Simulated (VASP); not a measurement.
A run of VASP 6.6.1 is set up as follows.

The input INCAR:

```
SYSTEM = CdSe
PREC = Accurate
ENCUT = 500
EDIFF = 1E-6
ISMEAR = 0
SIGMA = 0.02
LREAL = .FALSE.
LASPH = .TRUE.
NELM = 120
ALGO = Normal
ISIF = 2
LWAVE = .FALSE.
LCHARG = .FALSE.
GGA = PE
NBANDS = 16
GGA_COMPAT = .FALSE.
```

Contents of KPOINTS:

```
Automatic mesh
0
G
  10 10 10
  0 0 0
```

The input POSCAR:

```
CdSe
1.0
    0.0000000000      3.0981512681      3.0981512681
    3.0981512681      0.0000000000      3.0981512681
    3.0981512681      3.0981512681      0.0000000000
Cd Se
1 1
Direct
    0.0000000000      0.0000000000      0.0000000000
    0.2500000000      0.2500000000      0.2500000000
```

Potentials or basis: VASP PAW PBE potentials, release 64 (Cd, Se).

Launch:

```bash
$ cat potpaw_PBE.64/Cd/POTCAR potpaw_PBE.64/Se/POTCAR > POTCAR
$ mpirun -np 1 vasp_std > vasp.out
```

Q: Estimate the band gap on the k mesh.

A: 0.49 eV.

Q: Estimate the pressure.

A: 0.2 GPa.
